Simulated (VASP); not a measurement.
NaCl:

```
CELL_PARAMETERS angstrom
-0.03223 2.79850 2.79850
2.79850 -0.03223 2.79850
2.79850 2.79850 -0.03223
ATOMIC_POSITIONS crystal
Na 0.00000 0.00000 0.00000
Cl 0.50000 0.50000 0.50000
```

This cell differs from its parent crystal: epitaxial 111 strain +1.0%.

Base run:

```yaml
Program: VASP 6.6.1
Functional: PBE
Potentials_or_basis: VASP PAW PBE potentials, release 64 (Na_pv, Cl)
Cutoff: 520 eV
k_mesh: 8 × 8 × 8
Occupations: fermi-dirac, width 0.02 eV
Spin: no spin polarisation
```

Its results: band gap on the k mesh 5.09 eV, direct; pressure 0.9 GPa.

Problem. The run is repeated on the same cell with these changes: functional from PBE to r2SCAN; occupations from fermi-dirac, width 0.02 eV to gaussian, width 0.01 eV. What comes out?

Solution. Band gap on the k mesh 5.90 eV, direct; pressure -0.5 GPa.

Caveats: the PAW data sets were made with another functional, which shifts forces and pressure a little (some runs).

A k mesh can miss the band edges.
